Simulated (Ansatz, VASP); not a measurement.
**One calculation of GaP, two programs**

Contents of INCAR:

```
SYSTEM = GaP
PREC     = Accurate       ! precision mode
ENCUT    = 500            ! plane-wave cutoff, eV
EDIFF    = 1E-6           ! SCF threshold, eV
ISMEAR   = 0              ! smearing method
SIGMA    = 0.01           ! smearing width, eV
LREAL    = .False.        ! projectors in reciprocal space
LASPH    = .True.         ! aspherical terms in the spheres
NELM     = 120            ! most SCF steps
ALGO     = Normal         ! electronic algorithm
ISIF     = 2              ! what is computed and relaxed
LWAVE    = .False.        ! write WAVECAR
LCHARG   = .False.        ! write CHGCAR
GGA      = PS             ! functional
NBANDS   = 16             ! bands
GGA_COMPAT= .False.
```

Contents of KPOINTS:

```
regular mesh
0
Gamma
  10 10 10
  0 0 0
```

POSCAR

```
GaP
1.0
    0.0000000000      2.5296659143      2.5296659143
    2.5296659143      0.0000000000      2.5296659143
    2.5296659143      2.5296659143      0.0000000000
Ga P
1 1
Direct
    0.0000000000      0.0000000000      0.0000000000
    0.2500000000      0.2500000000      0.2500000000
```

Input for Ansatz:

```yaml
crystal:
  lattice:
    - [0.0, 2.5296659143, 2.5296659143]
    - [2.5296659143, 0.0, 2.5296659143]
    - [2.5296659143, 2.5296659143, 0.0]
  atoms:
    - { symbol: Ga, position: [0.0, 0.0, 0.0] }
    - { symbol: P, position: [0.25, 0.25, 0.25] }
scf:
  occupations: { method: fixed }
output:
  forces: true
  stress: true
  eigenvalues: true
  write_density: true
  write_potential: true
  elf: true
  volumetric_format: npy
hamiltonian:
  xc: pbesol
basis:
  ecutwfc: 500
kpoints:
  mp_grid: { grid: [10, 10, 10] }
```

Alike in both runs: task single point; functional PBEsol; k mesh 10 × 10 × 10; no spin polarisation.

|  | VASP | Ansatz |
| --- | --- | --- |
| version | VASP 6.6.1 | Ansatz 0.2.0 |
| potentials or method | VASP PAW PBE potentials, release 64 (Ga_d, P), cutoff 500 eV | scalar-relativistic, plane waves, PAW |
| occupations | gaussian, width 0.01 eV | fixed |
| valence electrons in the cell | 18 | 18 |

```tsv
	VASP	Ansatz	Ansatz less VASP
gap on the k mesh at the Fermi level (eV)	0.96	0.96	-0.004
least direct gap on the mesh (eV)	3.64	3.63	-0.018
```

VASP's potentials were made for PBE, not for PBEsol.
